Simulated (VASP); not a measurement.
Wanted: the native input for a VASP 6.6.1 run.

| Item | Value |
| --- | --- |
| Task | single point |
| Functional | PBE |
| Potentials or basis | VASP PAW PBE potentials, release 64 (Cu) |
| Cutoff | 520 eV |
| k mesh | 18 × 18 × 18 |
| Occupations | gaussian, width 0.05 eV |
| Spin | no spin polarisation |
| Dipole correction | no |
| Further INCAR settings | ALGO = Normal; EDIFF = 1e-06; NBANDS = 12 |

The structure of Cu lies in POSCAR:

```
Cu
1.0
    0.0000000000      1.8075000000      1.8075000000
    1.8075000000      0.0000000000      1.8075000000
    1.8075000000      1.8075000000      0.0000000000
Cu
1
Direct
    0.0000000000      0.0000000000      0.0000000000
```

These files were run (other wordings do the same):

INCAR

```
SYSTEM = Cu
PREC     = Accurate       ! precision mode
ENCUT    = 520            ! plane-wave cutoff, eV
EDIFF    = 1E-6           ! SCF threshold, eV
ISMEAR   = 0              ! smearing method
SIGMA    = 0.05           ! smearing width, eV
LREAL    = .FALSE.        ! projectors in reciprocal space
LASPH    = .TRUE.         ! aspherical terms in the spheres
NELM     = 80             ! most SCF steps
ALGO     = Normal         ! electronic algorithm
ISIF     = 2              ! what is computed and relaxed
LWAVE    = .FALSE.        ! write WAVECAR
LCHARG   = .TRUE.         ! write CHGCAR
GGA      = PE             ! functional
LELF     = .TRUE.         ! ELF
LVHAR    = .TRUE.       
NBANDS   = 12             ! bands
```

KPOINTS

```
Automatic mesh
0
G
  18 18 18
  0 0 0
```

Potentials or basis: VASP PAW PBE potentials, release 64 (Cu).

Command:

```bash
$ cat potpaw_PBE.64/Cu/POTCAR > POTCAR
$ mpirun -np 1 vasp_std > vasp.out
```

It gave:

| Property | Result |
| --- | --- |
| Pressure | 2.5 GPa |

Wall time 32 s on 1 thread of Intel Xeon 8259CL, with other jobs on the host, peak memory 0.14 GiB.
